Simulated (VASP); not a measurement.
Pt: relaxation of cell and atoms with PBE

Crystal: Pt.

```
Pt
1.0
     0.00000    1.97158    1.97158
     1.97158    0.00000    1.97158
     1.97158    1.97158    0.00000
Pt
1
Cartesian
  0.0000 0.0000 0.0000
```

| Item | Value |
| --- | --- |
| Program | VASP 6.6.1 |
| Task | relaxation of cell and atoms |
| Functional | PBE |
| Potentials or basis | VASP PAW PBE potentials, release 64 (Pt) |
| Cutoff | 600 eV |
| k mesh | 18 × 18 × 18 |
| Occupations | gaussian, width 0.1 eV |
| Spin | no spin polarisation |
| Dipole correction | no |
| Further INCAR settings | ALGO = Normal; EDIFF = 1e-06; IBRION = 2; EDIFFG = -0.005; NSW = 100; ISIF = 3 |

```
Relaxed volume                         : 15.62 Å³/atom
Relaxed cell                           : a = 2.806 Å, b = 2.806 Å, c = 2.806 Å, α = 60.00°, β = 60.00°, γ = 60.00°
Space group after relaxing (to 0.05 Å) : Fm-3m (No. 225)
Energy gained by relaxing              : 4.3 meV/atom
Ionic steps                            : 4
Pressure after relaxing                : 0.0 GPa
Band gap on the k mesh                 : zero (band 5 reaches 11.06 eV, above the bottom of band 6 at 8.96 eV)
```

Step by step:
| step | energy change (eV) | largest force (eV/Å) | pressure (GPa) | volume (Å³) |
| --- | --- | --- | --- | --- |
| 1 | 0.0000 | 0.0000 | 4.93 | 15.33 |
| 2 | 0.0230 | 0.0000 | -10.64 | 16.40 |
| 3 | -0.0043 | 0.0000 | -0.07 | 15.62 |
| 4 | -0.0043 | 0.0000 | 0.02 | 15.62 |

Final structure:
```yaml
crystal:
  lattice:
    - [0.00000, 1.98390, 1.98390]
    - [1.98390, 0.00000, 1.98390]
    - [1.98390, 1.98390, 0.00000]
  atoms:
    - { symbol: Pt, position: [0.00000, 0.00000, 0.00000] }
```

Levels at points of the mesh, in eV from the Fermi level:
```
           k point  band 2  band 3  band 4  band 5  band 6  band 7  band 8  band 9
(0.00, 0.00, 0.00)   -3.58   -3.58   -3.58   -1.55   -1.55   14.73   19.50   19.50
(0.50, 0.00, 0.00)   -3.64   -3.64   -0.33    0.03    0.03    5.58   14.29   18.74
(0.50, 0.50, 0.00)   -6.26    0.00    0.45    0.45    1.85    8.51   11.28   11.28
```

Run time: 54 s on 1 thread of Intel(R) Xeon(R) Platinum 8488C (Sapphire Rapids), with other jobs on the host, peak memory 0.18 GiB.

Caveat: spin-orbit coupling is left out, which moves the levels of the heavy elements.
